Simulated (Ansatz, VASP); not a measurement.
# Mg in VASP and in Ansatz

```xyz
1
Lattice="0.0000 2.2792 2.2783 2.2275 0.0000 2.2783 2.2275 2.2792 0.0000" Properties=species:S:1:pos:R:3 pbc="T T T"
Mg    0.0000    0.0000    0.0000
```

Alike in both runs: functional PBE; k mesh 22 × 22 × 22; occupations gaussian, width 0.1 eV; no spin polarisation.

Ansatz relaxed the structure, and its values are those at the end. VASP's run is a single point on that final structure, the one shown.

```csv
,VASP,Ansatz
version,VASP 6.6.1,Ansatz 0.2.0
potentials or method,"VASP PAW PBE potentials, release 64 (Mg), cutoff 520 eV","scalar-relativistic, plane waves, PAW"
valence electrons in the cell,2,10
```

Ansatz gave:

* gap on the k mesh at the Fermi level (eV): none
* pressure (GPa): 0.0

**Question.** Estimate VASP's values.

**Answer.** gap on the k mesh at the Fermi level (eV): none; pressure (GPa): -0.1.

A gap of «none» marks a metal or a gap that the smearing closes. With one functional, cell and mesh, what is left measures potentials, basis and numerics. VASP's potentials hold 2 valence electrons a cell and Ansatz's 10, so a difference there can come from the potentials and not from the codes.
